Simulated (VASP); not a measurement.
A run of VASP 6.6.1:

INCAR

```
  ALGO = Normal
  EDIFF = 1E-7
  EDIFFG = -0.01
  ENCUT = 600
  GGA = PE
  IBRION = 2
  ISIF = 3
  ISMEAR = -1
  LASPH = T
  LCHARG = F
  LREAL = F
  LWAVE = F
  NELM = 80
  NSW = 80
  PREC = Accurate
  PSTRESS = 400.0
  SIGMA = 0.02
```

Contents of KPOINTS:

```
k-points
0
Gamma
  13 13 13
```

Contents of POSCAR:

```
Cl
1.0
    0.0000000000      3.0750000000      3.0750000000
    3.0750000000      0.0000000000      3.0750000000
    3.0750000000      3.0750000000      0.0000000000
Cl
2
Direct
    0.0000000000      0.0000000000      0.0000000000
    0.2500000000      0.2500000000      0.2500000000
```

Potentials or basis: VASP PAW PBE potentials, release 64 (Cl).

Command:

```bash
$ cat potpaw_PBE.64/Cl/POTCAR > POTCAR
$ mpirun -np 1 vasp_std > vasp.out
```

Hardware: 1 thread of AMD EPYC 9R45 96-Core Processor (Zen 5) (shared host).

Question: Estimate the wall time of this run.

Answer: It took 2.4 min on 1 thread of AMD EPYC 9R45 96-Core Processor (Zen 5) (shared host), peak memory 0.2 GiB. Counts: scf iterations 56, k points 84, ion steps 5.
